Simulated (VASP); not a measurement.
Input of a VASP 6.6.1 run:

Contents of INCAR:

```
SYSTEM = H2C18O
  ALGO = Normal
  EDIFF = 1E-7
  ENCUT = 520
  GGA = CA
  ISIF = 2
  ISMEAR = 0
  LASPH = .TRUE.
  LCHARG = .FALSE.
  LREAL = Auto
  LWAVE = .FALSE.
  NBANDS = 56
  NELM = 80
  PREC = Accurate
  SIGMA = 0.05
```

Contents of KPOINTS:

```
k-points
0
G
  2 2 1
  0 0 0
```

Contents of POSCAR:

```
H2C18O
1.0
    7.3980000000      0.0000000000      0.0000000000
   -3.6990000000      6.4068560000      0.0000000000
    0.0000000000      0.0000000000     13.0000000000
C O H
18 1 2
Direct
    0.0007246546      0.0116198959      0.0707290000
    0.2235765752      0.1228933505      0.0671390000
    0.0028445069      0.3446909061      0.0720153077
    0.2230476324      0.4549044024      0.0695019231
    0.0002008572      0.6763698138      0.0708640769
    0.2242123391      0.7884906419      0.0672932308
    0.3358717331      0.0112719874      0.0655369231
    0.5556659702      0.1210234786      0.0651777692
    0.3339138607      0.3425279107      0.0650920769
    0.5582218885      0.4547049286      0.0638970000
    0.3347265911      0.6794034391      0.0652067692
    0.5576075752      0.7909483216      0.0639760769
    0.6672047902      0.0099491857      0.0661514615
    0.8912583553      0.1218678865      0.0705731538
    0.6678600136      0.3449395460      0.0663996154
    0.8908995988      0.4566475351      0.0707482308
    0.6692852421      0.6781582105      0.0675790000
    0.8885680390      0.7876218851      0.0709944615
    0.5167331745      0.6136404502      0.2483173077
    0.3908497874      0.5353838138      0.2048793846
    0.5810327981      0.5270185564      0.2521592308
```

Potentials or basis: VASP PAW LDA potentials, release 64 (C, O, H).

The run is started by

```bash
$ cat potpaw_LDA.64/C/POTCAR potpaw_LDA.64/O/POTCAR potpaw_LDA.64/H/POTCAR > POTCAR
$ mpirun -np 1 vasp_std > vasp.out
```

Task: Predict the band gap on the k mesh.

Result: 0.19 eV, direct.

Task: What does it give for the largest force?

Result: 0.831 eV/Å.

Forces in eV/Å, atoms in the order of the input:
```
C   -0.010  0.031 -0.089
C    0.004  0.044  0.032
C    0.013  0.009 -0.182
C   -0.065 -0.040 -0.373
C    0.012 -0.023 -0.091
C    0.034 -0.014  0.034
C    0.012  0.014  0.058
C   -0.016 -0.006  0.061
C   -0.044  0.005  0.017
C    0.021  0.039 -0.011
C   -0.008 -0.042  0.014
C    0.042 -0.005  0.001
C   -0.003 -0.031  0.028
C    0.024 -0.023 -0.080
C   -0.035  0.021  0.027
C   -0.010  0.035 -0.080
C    0.095  0.052 -0.488
C   -0.004 -0.001 -0.231
O   -0.483 -0.105  0.668
H    0.379  0.173  0.580
H    0.042 -0.132  0.103
```

Caveat: the k points lie up to 0.49 Å⁻¹ apart.
